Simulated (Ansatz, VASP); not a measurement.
# BN in VASP and in Ansatz

```
N B
1.0
     2.50804    0.00000    0.00000
    -1.24671    2.17623    0.00000
    -0.63067   -1.08812    3.02254
N B
1 1
Direct
  0.66851 0.33238 0.98500
  0.97964 0.98350 0.00181
```

Alike in both runs: functional B3LYP; k mesh 7 × 7 × 5; occupations fermi-dirac, width 0.05 eV; no spin polarisation.

|  | VASP | Ansatz |
| --- | --- | --- |
| version | VASP 6.6.1 | Ansatz 0.2.0 |
| potentials or method | VASP PAW PBE potentials, release 64 (N, B) | Ansatz PAW |
| plane-wave cutoff (eV) | 520 | 420 |
| valence electrons in the cell | 8 | 8 |
| task | single point | band structure |

```tsv
	VASP	Ansatz	Ansatz less VASP
gap on the k mesh at the Fermi level (eV)	4.86	4.85	-0.010
pressure (GPa)	2.0	2.0	+0.04
traceless stress, the component that is largest in VASP (GPa)	-9.19	-9.34	-0.143
rms of the force components (eV/Å)	1.582	1.593	+0.0102
```

VASP's potentials were made for PBE, not for B3LYP. Atom by atom the forces differ by 0.011 eV/Å (rms over components). The functional is the same, so the differences come from potentials, cutoffs and numerics.

The k mesh is coarse, so the values compare programs but aren't converged.
